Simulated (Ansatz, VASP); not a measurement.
**LaRe: VASP beside Ansatz**

File POSCAR:

```
LaRe
1.0
    3.5733472286      0.0000000000      0.0000000000
    0.0000000000      3.5733472286      0.0000000000
    0.0000000000      0.0000000000      3.5733472286
La Re
1 1
Direct
    0.0000000000      0.0000000000      0.0000000000
    0.5000000000      0.5000000000      0.5000000000
```

Contents of INCAR.step1:

```
PREC     = Accurate       # precision mode
ENCUT    = 520            # plane-wave cutoff, eV
ISMEAR   = -5             # smearing method
SIGMA    = 0.1            # smearing width, eV
LREAL    = False          # projectors in reciprocal space
LASPH    = True           # aspherical terms in the spheres
NELM     = 80             # most SCF steps
NBANDS   = 16             # bands
GGA      = PE             # functional
ALGO     = Normal         # electronic algorithm
EDIFF    = 1E-4           # SCF threshold, eV
LWAVE    = True           # write WAVECAR
LCHARG   = False          # write CHGCAR
```

File INCAR.step2:

```
PREC     = Accurate       # precision mode
ENCUT    = 520            # plane-wave cutoff, eV
EDIFF    = 1E-7           # SCF threshold, eV
ISMEAR   = -5             # smearing method
SIGMA    = 0.1            # smearing width, eV
LREAL    = False          # projectors in reciprocal space
LASPH    = True           # aspherical terms in the spheres
NELM     = 80             # most SCF steps
ALGO     = Normal         # electronic algorithm
ISIF     = 2              # what is computed and relaxed
LWAVE    = False          # write WAVECAR
LCHARG   = False          # write CHGCAR
METAGGA  = R2SCAN         # meta-GGA
LMIXTAU  = True         
NBANDS   = 16             # bands
ISTART   = 1
```

KPOINTS

```
Automatic mesh
0
Gamma
  10 10 10
```

Input for Ansatz:

```yaml
crystal:
  lattice:
    - [3.5733472286, 0.0, 0.0]
    - [0.0, 3.5733472286, 0.0]
    - [0.0, 0.0, 3.5733472286]
  atoms:
    - { symbol: La, position: [0.0, 0.0, 0.0] }
    - { symbol: Re, position: [0.5, 0.5, 0.5] }
basis:
  ecutwfc: 500
  ecutrho_ratio: 4
kpoints:
  mp_grid: { grid: [10, 10, 10] }
hamiltonian:
  xc: r2scan
scf:
  occupations: { method: tetrahedron }
output:
  forces: true
  stress: true
```

Alike in both runs: task single point; functional r2SCAN; k mesh 10 × 10 × 10; occupations tetrahedron; no spin polarisation.

|  | VASP | Ansatz |
| --- | --- | --- |
| version | VASP 6.6.1 | Ansatz 0.2.0 |
| potentials or method | VASP PAW PBE potentials, release 64 (La, Re), cutoff 520 eV | scalar-relativistic, plane waves, PAW |
| valence electrons in the cell | 18 | 26 |

VASP gave:

- gap on the k mesh at the Fermi level (eV): none
- pressure (GPa): -0.4

**Question.** What did Ansatz give for the same quantities?

**Answer.** gap on the k mesh at the Fermi level (eV): none; pressure (GPa): -0.2.

VASP's potentials were made for PBE, not for r2SCAN. A gap of «none» marks a metal or a gap that the smearing closes. VASP's potentials hold 18 valence electrons a cell and Ansatz's 26, so a difference there can come from the potentials and not from the codes. Ansatz's warnings: band table not solved further, tetrahedron derivatives may miss energy slope.

Neither program's run includes spin-orbit coupling.
